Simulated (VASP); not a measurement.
Input of a VASP 6.6.1 run:

File POSCAR:

```
ZnS
1.0
    5.3890263863      0.0000000000      0.0000000000
    0.0000000000      2.6945131931     -2.6945131931
    0.0000000000      8.7906463606      8.7906463606
Zn S
6 6
Direct
    0.0000000000      0.0000000000      0.2298750383
    0.5000000000      0.5000000000      0.3831352813
    0.0000000000      0.0000000000      0.5363955242
    0.5000000000      0.5000000000      0.6896557671
    0.0000000000      0.0000000000      0.8429160100
    0.5000000000      0.5000000000      0.0766147954
    0.7500000000      0.0000000000      0.3831352813
    0.2500000000      0.5000000000      0.5363955242
    0.7500000000      0.0000000000      0.6896557671
    0.2500000000      0.5000000000      0.8429160100
    0.7500000000      0.0000000000      0.0766147954
    0.2500000000      0.5000000000      0.2298750383
```

The input INCAR.step1:

```
SYSTEM = ZnS
  PREC = Accurate
  ENCUT = 520
  ISMEAR = 0
  SIGMA = 0.05
  LREAL = .FALSE.
  LASPH = .TRUE.
  NELM = 80
  NBANDS = 66
  GGA = PE
  ALGO = Normal
  EDIFF = 1E-4
  LWAVE = .TRUE.
  LCHARG = .FALSE.
```

INCAR.step2

```
SYSTEM = ZnS
  PREC = Accurate
  ENCUT = 520
  EDIFF = 1E-6
  ISMEAR = 0
  SIGMA = 0.05
  LREAL = .FALSE.
  LASPH = .TRUE.
  NELM = 80
  ALGO = Normal
  ISIF = 2
  LWAVE = .FALSE.
  LCHARG = .FALSE.
  METAGGA = R2SCAN
  LMIXTAU = .TRUE.
  NBANDS = 66
  ISTART = 1
```

KPOINTS

```
regular mesh
0
G
  4 6 2
  0 0 0
```

Potentials or basis: VASP PAW PBE potentials, release 64 (Zn, S).

Command:

```console
$ cat potpaw_PBE.64/Zn/POTCAR potpaw_PBE.64/S/POTCAR > POTCAR
$ cp INCAR.step1 INCAR
$ mpirun -np 1 vasp_std > vasp.out
$ cp INCAR.step2 INCAR
$ mpirun -np 1 vasp_std > vasp.out
```

Problem. Predict the band gap on the k mesh.

Solution. 2.17 eV, direct.

Problem. Predict the pressure.

Solution. -1.9 GPa.

Forces in eV/Å, atoms in the order of the input:
```
Zn  -0.133 -0.073 -0.073
Zn   0.063  0.024  0.024
Zn   0.063 -0.024 -0.024
Zn  -0.133  0.073  0.073
Zn   0.607 -0.126 -0.126
Zn   0.607  0.126  0.126
S   -0.013  0.074  0.074
S   -0.013 -0.074 -0.074
S   -0.224  0.232  0.232
S   -0.301  0.799  0.799
S   -0.301 -0.799 -0.799
S   -0.224 -0.232 -0.232
```

Caveat: the PAW data sets were made with another functional, which shifts forces and pressure a little. r2SCAN opens gaps a little over a GGA but as a rule still falls short of measured ones.
